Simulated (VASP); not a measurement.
Crystal: B.

```xyz
4
Lattice="3.2958 0.0000 0.0000 0.0000 3.2958 0.0000 0.0000 0.0000 2.5445" Properties=species:S:1:pos:R:3 pbc="T T T"
B     1.1156    0.0000    1.9084
B     2.1802    0.0000    0.6361
B     0.0000    1.1156    0.0000
B     0.0000    2.1802    1.2722
```

The cell was built from a structure type or drawn by symmetry, and may not be a known phase.

* Program: VASP 6.6.1
* Task: relaxation of cell and atoms
* Functional: PBE
* Potentials or basis: VASP PAW PBE potentials, release 64 (B)
* Cutoff: 600 eV
* k mesh: 6 × 6 × 6
* Occupations: gaussian, width 0.1 eV
* Spin: no spin polarisation

At the start: pressure 34.3 GPa; volume 6.91 Å³/atom.

How do energy, volume and symmetry change on relaxing?

Over 40 steps the energy falls by 561.5 meV/atom and the volume is 7.47 Å³/atom (+8.0 %); space group P4_122 (No. 91, to 0.1 Å) before and after.

The path:
```tsv
step	energy change (eV)	largest force (eV/Å)	pressure (GPa)	volume (Å³)
1	0.0000	0.5199	34.31	27.64
2	-0.3379	0.2223	-10.03	33.99
3	-0.4152	0.1208	0.59	31.81
4	-0.4350	0.2505	-0.70	32.04
5	-0.4411	0.5010	-1.43	32.21
6	-0.4496	0.5248	-1.52	32.25
7	-0.4692	0.5671	-1.86	32.34
8	-0.4807	0.6135	-2.62	32.49
9	-0.5048	0.2798	-1.70	32.30
10	-0.5135	0.2123	-0.39	32.04
11	-0.5140	0.0930	-0.68	32.10
12	-0.5202	0.1298	-0.14	31.96
13	-0.5518	0.2447	1.72	31.56
14	-0.7373	0.3467	5.84	30.71
15	-1.2810	0.5782	14.54	28.93
16	-1.2606	2.7420	57.98	24.95
17	-1.7235	1.0845	26.23	27.35
18	-1.7382	1.5736	35.98	26.47
19	-1.7598	1.3477	31.88	26.82
20	-1.7601	1.3512	31.94	26.81
21	-1.7608	1.3635	32.10	26.80
22	-1.7620	1.3882	32.44	26.77
23	-1.7630	1.4391	33.12	26.71
24	-1.7643	1.4361	33.07	26.72
25	-1.7681	1.4256	32.92	26.73
26	-1.7758	1.4053	32.62	26.75
27	-1.7910	1.3653	32.02	26.79
28	-1.8204	1.2871	30.84	26.88
29	-1.8755	1.1373	28.52	27.05
30	-1.9718	0.8652	24.06	27.39
31	-2.1146	0.4054	15.86	28.08
32	-2.2290	0.4121	2.59	29.49
33	-2.2294	0.4561	1.92	29.58
34	-2.2344	0.3759	1.44	29.64
35	-2.2438	0.1445	0.08	29.85
36	-2.2382	0.2794	-2.27	30.26
37	-2.2454	0.0038	-0.75	29.99
38	-2.2454	0.0049	-0.70	29.98
39	-2.2457	0.0002	-0.49	29.95
40	-2.2460	0.0151	0.14	29.86
```

Final structure:
```
B
1.0
     3.99844    0.00000    0.00000
     0.00000    3.99844    0.00000
     0.00000    0.00000    1.86774
B
4
Direct
  0.30748 0.00000 0.75000
  0.69252 0.00000 0.25000
  0.00000 0.30748 0.00000
  0.00000 0.69252 0.50000
```

Caveat: the k points lie up to 0.56 Å⁻¹ apart in the final cell; a cell axis changed by over 15 % at a fixed basis, so the end point is rough.
